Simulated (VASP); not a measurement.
# Cl (Pm-3m) in VASP: a series of runs

Runs on Cl. Level: LDA. Tasks: single point.

Everything below comes from runs of VASP 6.6.1. Logs are shortened: lines on timing, memory, paths and dates and some standing lists are left out, and cuts for length are marked.

### Step 1. The cell of the first run

The structure is cubic, space group Pm-3m (No. 221). The conventional cell has a = 2.528 Å, b = 2.528 Å, c = 2.528 Å, α = 90.00°, β = 90.00°, γ = 90.00°. Within 3.3 Å of Cl (site symmetry m-3m) lie 6 Cl at 2.53 Å.

### Step 2. Single point, LDA (volume scaled by 0.78)

The input, INCAR:

```
SYSTEM = Cl
  PREC = Accurate
  ENCUT = 520
  EDIFF = 1E-7
  ISMEAR = -1
  SIGMA = 0.08
  LREAL = .False.
  LASPH = .True.
  NELM = 60
  ALGO = Normal
  ISIF = 2
  LWAVE = .False.
  LCHARG = .False.
  GGA = CA
  NBANDS = 10
```

The input, KPOINTS:

```
Automatic mesh
0
Gamma
  15 15 15
  0 0 0
```

The input, POSCAR:

```
Cl
1.0
    2.5276397452      0.0000000000      0.0000000000
    0.0000000000      2.5276397452      0.0000000000
    0.0000000000      0.0000000000      2.5276397452
Cl
1
Direct
    0.0000000000      0.0000000000      0.0000000000
```

Potentials or basis: VASP PAW LDA potentials, release 64 (Cl).

Run with:

```sh
cat potpaw_LDA.64/Cl/POTCAR > POTCAR
mpirun -np 1 vasp_std > vasp.out
```

OUTCAR:

```text
SYSTEM = Cl
   PREC = Accurate
   ENCUT = 520
   EDIFF = 1E-7
   ISMEAR = -1
   LREAL = .False.
   LASPH = .True.
   NELM = 60
   ISIF = 2
   GGA = CA

 ion  position               nearest neighbor table
   1  0.000  0.000  0.000-

  LATTYP: Found a simple cubic cell.
 ALAT       =     2.5276397452

  Lattice vectors:

 A1 = (   2.5276397452,   0.0000000000,   0.0000000000)
 A2 = (   0.0000000000,   2.5276397452,   0.0000000000)
 A3 = (   0.0000000000,   0.0000000000,   2.5276397452)

Analysis of symmetry for initial positions (statically):
=====================================================================
 Subroutine PRICEL returns:
 Original cell was already a primitive cell.

 Routine SETGRP: Setting up the symmetry group for a
 simple cubic supercell.

 Subroutine GETGRP returns: Found 48 space group operations
 (whereof 48 operations were pure point group operations)
 out of a pool of 48 trial point group operations.

The static configuration has the point symmetry O_h .

Analysis of symmetry for dynamics (positions and initial velocities):
=====================================================================
 Subroutine PRICEL returns:
 Original cell was already a primitive cell.

 Routine SETGRP: Setting up the symmetry group for a
 simple cubic supercell.

 Subroutine GETGRP returns: Found 48 space group operations
 (whereof 48 operations were pure point group operations)
 out of a pool of 48 trial point group operations.

The dynamic configuration has the point symmetry O_h .

 Subroutine INISYM returns: Found 48 space group operations
 (whereof 48 operations are pure point group operations),
 and found     1 'primitive' translations

----------------------------------------------------------------------------------------

                                     Primitive cell

  volume of cell :      16.1490

  direct lattice vectors                    reciprocal lattice vectors
     2.527639745  0.000000000  0.000000000     0.395625999  0.000000000  0.000000000
     0.000000000  2.527639745  0.000000000     0.000000000  0.395625999  0.000000000
     0.000000000  0.000000000  2.527639745     0.000000000  0.000000000  0.395625999

  length of vectors
     2.527639745  2.527639745  2.527639745     0.395625999  0.395625999  0.395625999

  position of ions in fractional coordinates (direct lattice)
     0.000000000  0.000000000  0.000000000

[... 73 lines left out ...]
   ENCUT  =  520.0 eV  38.22 Ry    6.18 a.u.   4.70  4.70  4.70*2*pi/ulx,y,z
   NELM   =     60;   NELMIN=  2; NELMDL= -5     # of ELM steps
   EDIFF  = 0.1E-06   stopping-criterion for ELM
   LREAL  =      F    real-space projection
   EDIFFG = 0.1E-05   stopping-criterion for IOM
   NSW    =      0    number of steps for IOM
   IBRION =     -1    ionic relax: 0-MD 1-quasi-New 2-CG
   NFREE  =      0    steps in history (QN), initial steepest desc. (CG)
   ISIF   =      2    stress and relaxation
   ISYM   =      2    0-nonsym 1-usesym 2-fastsym
   POTIM  = 0.5000    time-step for ionic-motion
   TEBEG  =    0.0;   TEEND  =   0.0 temperature during run
   PSTRESS=    0.0 pullay stress
   NELECT =       7.0000    total number of electrons
   NUPDOWN=      -1.0000    fix difference up-down
   EMIN   =  10.00;   EMAX   =-10.00  energy-range for DOS
   EFERMI =   0.00;   METHOD = LEGACY
   ISMEAR =    -1;   SIGMA  =   0.08  broadening in eV -4-tet -1-fermi 0-gaus
   EFERMI_NEDOS =   21; number of points for ismear=-14 and -15
   IALGO  =     38    algorithm
   IMIX   =      4    mixing-type and parameters
     AMIX     =   0.40;   BMIX     =  1.00
     AMIX_MAG =   1.60;   BMIX_MAG =  1.00
  volume/ion in A,a.u.               =      16.15       108.98
  Fermi-wavevector in a.u.,A,eV,Ry     =   1.238965  2.341304 20.885406  1.535034
  Thomas-Fermi vector in A             =   2.373468
   LORBIT       =      0    0 simple, 1 ext, 2 COOP (PROOUT), +10 PAW based schemes
   GGA     = CA    functional components
   LHFCALC =     F    Hartree Fock is set to
   AEXX    =    0.0000 exact exchange contribution
   IVDW    =     0    specifies the selected vdW correction
   LEPSILON=     F    determine dielectric tensor
   LRPA    =     F    only Hartree local field effects (RPA)
 non-spin polarized calculation
  energy-cutoff  :      520.00
  volume of cell :       16.15
 maximum number of plane-waves:       461
 NGX is ok and might be reduce to    20
   NGX =  9   NGY =  9   NGZ =  9

 number of electron       7.0000002 magnetization

 Free energy of the ion-electron system (eV)
  ---------------------------------------------------
  ext. energy  EPLUGINS =         0.00000000
  ---------------------------------------------------
  free energy    TOTEN  =        -1.49803837 eV

  energy without entropy =       -1.48299184  energy(sigma->0) =       -1.49051511

 E-fermi :   6.4727     XC(G=0): -11.1191

 val. band max:        6.4509260514   @ k =   0.4000   0.3333   0.1333
 cond. band min:       6.4967319708   @ k =   0.3333   0.0667   0.0000
 fundamental gap:      0.0458059194
 Fermi energy:         6.4726758699

 k-point     1 :       0.0000    0.0000    0.0000
  band No.  band energies     occupation
      1     -12.6667      2.00000
      2       6.1614      1.95998
      3       6.1614      1.95998
      4       6.1614      1.95998
      5      14.9237      0.00000
      6      14.9237      0.00000
      7      15.5929      0.00000
      8      29.4009      0.00000
      9      29.4009      0.00000
     10      29.4009      0.00000
[... 287 lines left out ...]
 k-point    24 :       0.3333    0.2000    0.0000
  band No.  band energies     occupation
      1     -10.4977      2.00000
      2       0.0193      2.00000
      3       3.6912      2.00000
      4       7.3666      0.00003
      5      16.2290      0.00000
      6      17.8965      0.00000
      7      22.2136      0.00000
      8      23.3829      0.00000
      9      24.7837      0.00000
     10      26.8252      0.00000

 [... further k-points ...]
[... 5 lines left out ...]
  --------------------------------------------------------------------------------------
  -------------------------------------------------------------------------------------
  Total        2.4541040      2.4541040      2.4541040     -0.0000000      0.0000000     -0.0000000
  in kB      243.4770413    243.4770413    243.4770413     -0.0000000      0.0000000     -0.0000000
  external PRESSURE =     243.4770413 kB  Pullay stress =       0.0000000 kB

 VOLUME and BASIS-vectors are now :
 -----------------------------------------------------------------------------
  energy-cutoff  :      520.00
  volume of cell :       16.15
      direct lattice vectors                 reciprocal lattice vectors
     2.527639745  0.000000000  0.000000000     0.395625999  0.000000000  0.000000000
     0.000000000  2.527639745  0.000000000     0.000000000  0.395625999  0.000000000
     0.000000000  0.000000000  2.527639745     0.000000000  0.000000000  0.395625999

 POSITION                                       TOTAL-FORCE (eV/Angst)
 -----------------------------------------------------------------------------------
      0.00000      0.00000      0.00000         0.000000      0.000000      0.000000
 -----------------------------------------------------------------------------------
    total drift:                               -0.000000      0.000000      0.000000

  FREE ENERGIE OF THE ION-ELECTRON SYSTEM (eV)
  ---------------------------------------------------
  free  energy   TOTEN  =        -1.4980383725 eV

  energy  without entropy=       -1.4829918418  energy(sigma->0) =       -1.49051511
```

stdout:

```text
POSCAR found type information on POSCAR Cl
 POSCAR found :  1 types and       1 ions
 scaLAPACK will be used
 LDA part: xc-table for (Slater(with rela. corr.)+CA(PZ))
 , standard interpolation
 POSCAR, INCAR and KPOINTS ok, starting setup
 FFT: planning ... GRIDC
 FFT: planning ... GRID_SOFT
 FFT: planning ... GRID
 WAVECAR not read
 entering main loop
```

It took 4.9 s on 1 thread of Intel Xeon 6975P-C (Granite Rapids), shared host; peak memory 0.12 GiB.

Results:

```
Free energy : -1.4980 eV
Pressure    : 24.3 GPa
```

Caveat: an odd number of electrons without spin polarisation forces a metal; a magnetic or distorted state may lie lower.

### Step 3. Single point, LDA (volume scaled by 0.78)

The input, INCAR:

```
  PREC = Accurate
  ENCUT = 520
  EDIFF = 1E-6
  ISMEAR = -1
  SIGMA = 0.08
  LREAL = F
  LASPH = T
  NELM = 80
  ALGO = Normal
  ISIF = 2
  LWAVE = F
  LCHARG = F
  GGA = CA
  NBANDS = 10
```

The input, KPOINTS:

```
Automatic mesh
0
Gamma
  15 15 15
```

POSCAR is that of step 2.

Potentials or basis: VASP PAW LDA potentials, release 64 (Cl).

Run with:

```sh
cat potpaw_LDA.64/Cl/POTCAR > POTCAR
mpirun -np 1 vasp_std > vasp.out
```

It took 4.1 s on 1 thread of Intel Xeon 6975P-C (Granite Rapids), shared host; peak memory 0.12 GiB.

The run converged. Its results:

| Property | Result |
| --- | --- |
| Free energy | -1.4980 eV |
| Pressure | 24.4 GPa |

Levels at points of the mesh, in eV from the Fermi level:
```
           k point  band 1  band 2  band 3  band 4  band 5  band 6  band 7  band 8  band 9
(0.00, 0.00, 0.00)  -19.14   -0.31   -0.31   -0.31    8.45    8.45    9.12   22.93   22.93
```

Caveat: an odd number of electrons without spin polarisation forces a metal; a magnetic or distorted state may lie lower.

### Step 4. Single point, LDA (volume scaled by 0.88)

The input, INCAR:

```
SYSTEM = Cl
PREC = Accurate
ENCUT = 520
EDIFF = 1E-6
ISMEAR = -1
SIGMA = 0.08
LREAL = .FALSE.
LASPH = .TRUE.
NELM = 100
ALGO = Normal
ISIF = 2
LWAVE = .FALSE.
LCHARG = .FALSE.
NBANDS = 10
```

The input, KPOINTS:

```
regular mesh
0
G
  15 15 15
  0 0 0
```

The input, POSCAR:

```
Cl
1.0
    2.6313454400      0.0000000000      0.0000000000
    0.0000000000      2.6313454400      0.0000000000
    0.0000000000      0.0000000000      2.6313454400
Cl
1
Direct
    0.0000000000      0.0000000000      0.0000000000
```

Potentials or basis: VASP PAW LDA potentials, release 64 (Cl).

Run with:

```sh
cat potpaw_LDA.64/Cl/POTCAR > POTCAR
mpirun -np 1 vasp_std > vasp.out
```

OUTCAR:

```text
SYSTEM = Cl
   PREC = Accurate
   ENCUT = 520
   EDIFF = 1E-6
   ISMEAR = -1
   LREAL = .FALSE.
   LASPH = .TRUE.
   NELM = 100
   ISIF = 2

 ion  position               nearest neighbor table
   1  0.000  0.000  0.000-

  LATTYP: Found a simple cubic cell.
 ALAT       =     2.6313454400

  Lattice vectors:

 A1 = (   2.6313454400,   0.0000000000,   0.0000000000)
 A2 = (   0.0000000000,   2.6313454400,   0.0000000000)
 A3 = (   0.0000000000,   0.0000000000,   2.6313454400)

Analysis of symmetry for initial positions (statically):
=====================================================================
 Subroutine PRICEL returns:
 Original cell was already a primitive cell.

 Routine SETGRP: Setting up the symmetry group for a
 simple cubic supercell.

 Subroutine GETGRP returns: Found 48 space group operations
 (whereof 48 operations were pure point group operations)
 out of a pool of 48 trial point group operations.

The static configuration has the point symmetry O_h .

Analysis of symmetry for dynamics (positions and initial velocities):
=====================================================================
 Subroutine PRICEL returns:
 Original cell was already a primitive cell.

 Routine SETGRP: Setting up the symmetry group for a
 simple cubic supercell.

 Subroutine GETGRP returns: Found 48 space group operations
 (whereof 48 operations were pure point group operations)
 out of a pool of 48 trial point group operations.

The dynamic configuration has the point symmetry O_h .

 Subroutine INISYM returns: Found 48 space group operations
 (whereof 48 operations are pure point group operations),
 and found     1 'primitive' translations

----------------------------------------------------------------------------------------

                                     Primitive cell

  volume of cell :      18.2194

[... 102 lines left out ...]
   EFERMI_NEDOS =   21; number of points for ismear=-14 and -15
   IALGO  =     38    algorithm
   IMIX   =      4    mixing-type and parameters
     AMIX     =   0.40;   BMIX     =  1.00
     AMIX_MAG =   1.60;   BMIX_MAG =  1.00
  volume/ion in A,a.u.               =      18.22       122.95
  Fermi-wavevector in a.u.,A,eV,Ry     =   1.190135  2.249029 19.271590  1.416422
  Thomas-Fermi vector in A             =   2.326227
   LORBIT       =      0    0 simple, 1 ext, 2 COOP (PROOUT), +10 PAW based schemes
   GGA     = CA    functional components
   LHFCALC =     F    Hartree Fock is set to
   AEXX    =    0.0000 exact exchange contribution
   IVDW    =     0    specifies the selected vdW correction
   LEPSILON=     F    determine dielectric tensor
   LRPA    =     F    only Hartree local field effects (RPA)
 non-spin polarized calculation
  energy-cutoff  :      520.00
  volume of cell :       18.22
 maximum number of plane-waves:       501
 NGX is ok and might be reduce to    20
   NGX =  9   NGY =  9   NGZ =  9

 number of electron       6.9999997 magnetization

 Free energy of the ion-electron system (eV)
  ---------------------------------------------------
  ext. energy  EPLUGINS =         0.00000000
  ---------------------------------------------------
  free energy    TOTEN  =        -1.70778832 eV

  energy without entropy =       -1.68928592  energy(sigma->0) =       -1.69853712

 E-fermi :   4.5413     XC(G=0): -10.5469

 val. band max:        4.4998353557   @ k =   0.2667   0.1333   0.0667
 cond. band min:       4.5736264513   @ k =   0.3333   0.0667   0.0000
 fundamental gap:      0.0737910956
 Fermi energy:         4.5412633429

 k-point     1 :       0.0000    0.0000    0.0000
  band No.  band energies     occupation
      1     -13.2687      2.00000
      2       4.3012      1.90526
      3       4.3012      1.90526
      4       4.3012      1.90526
      5      13.1063      0.00000
      6      13.6320      0.00000
      7      13.6320      0.00000
      8      26.7136      0.00000
      9      26.7136      0.00000
     10      26.7136      0.00000
[... 287 lines left out ...]
 k-point    24 :       0.3333    0.2000    0.0000
  band No.  band energies     occupation
      1     -11.4817      2.00000
      2      -0.9208      2.00000
      3       2.2071      2.00000
      4       5.2816      0.00019
      5      14.4562      0.00000
      6      16.0746      0.00000
      7      19.7171      0.00000
      8      21.2907      0.00000
      9      22.1184      0.00000
     10      24.3938      0.00000

 [... further k-points ...]
[... 5 lines left out ...]
  --------------------------------------------------------------------------------------
  -------------------------------------------------------------------------------------
  Total        1.0726377      1.0726377      1.0726377     -0.0000000      0.0000000      0.0000000
  in kB       94.3257008     94.3257008     94.3257008     -0.0000000      0.0000000      0.0000000
  external PRESSURE =      94.3257008 kB  Pullay stress =       0.0000000 kB

 VOLUME and BASIS-vectors are now :
 -----------------------------------------------------------------------------
  energy-cutoff  :      520.00
  volume of cell :       18.22
      direct lattice vectors                 reciprocal lattice vectors
     2.631345440  0.000000000  0.000000000     0.380033721  0.000000000  0.000000000
     0.000000000  2.631345440  0.000000000     0.000000000  0.380033721  0.000000000
     0.000000000  0.000000000  2.631345440     0.000000000  0.000000000  0.380033721

 POSITION                                       TOTAL-FORCE (eV/Angst)
 -----------------------------------------------------------------------------------
      0.00000      0.00000      0.00000         0.000000      0.000000      0.000000
 -----------------------------------------------------------------------------------
    total drift:                               -0.000000      0.000000      0.000000

  FREE ENERGIE OF THE ION-ELECTRON SYSTEM (eV)
  ---------------------------------------------------
  free  energy   TOTEN  =        -1.7077883248 eV

  energy  without entropy=       -1.6892859177  energy(sigma->0) =       -1.69853712
```

stdout:

```text
POSCAR found type information on POSCAR Cl
 POSCAR found :  1 types and       1 ions
 scaLAPACK will be used
 LDA part: xc-table for (Slater(with rela. corr.)+CA(PZ))
 , standard interpolation
 POSCAR, INCAR and KPOINTS ok, starting setup
 FFT: planning ... GRIDC
 FFT: planning ... GRID_SOFT
 FFT: planning ... GRID
 WAVECAR not read
 entering main loop
```

It took 4.4 s on 1 thread of Intel Xeon 6975P-C (Granite Rapids), shared host; peak memory 0.12 GiB.

What came out:

```
Free energy : -1.7078 eV
Pressure    : 9.4 GPa
```

Caveat: an odd number of electrons without spin polarisation forces a metal; a magnetic or distorted state may lie lower.

### Step 5. Single point, LDA (volume scaled by 0.88)

The input, INCAR:

```
ALGO     = Normal         # electronic algorithm
EDIFF    = 1E-7           # SCF threshold, eV
ENCUT    = 520            # plane-wave cutoff, eV
ISIF     = 2              # what is computed and relaxed
ISMEAR   = -1             # smearing method
LASPH    = True           # aspherical terms in the spheres
LCHARG   = True           # write CHGCAR
LELF     = True           # ELF
LREAL    = False          # projectors in reciprocal space
LVHAR    = True         
LWAVE    = False          # write WAVECAR
NBANDS   = 10             # bands
NELM     = 100            # most SCF steps
PREC     = Accurate       # precision mode
SIGMA    = 0.08           # smearing width, eV
```

The input, KPOINTS:

```
k-points
0
Gamma
  15 15 15
```

POSCAR is that of step 4.

Run with:

```sh
cat potpaw_LDA.64/Cl/POTCAR > POTCAR
mpirun -np 1 vasp_std > vasp.out
```

Wall time 5.2 s (1 thread of Intel Xeon 6975P-C (Granite Rapids), shared host); peak memory 0.12 GiB.

The run converged. Its results:

| Quantity | Value |
| --- | --- |
| Free energy | -1.7078 eV |
| Pressure | 9.4 GPa |

Levels at points of the mesh, in eV from the Fermi level:
```
           k point  band 2  band 3  band 4  band 5  band 6  band 7
(0.00, 0.00, 0.00)   -0.24   -0.24   -0.24    8.56    9.09    9.09
```

Caveat: an odd number of electrons without spin polarisation forces a metal; a magnetic or distorted state may lie lower.
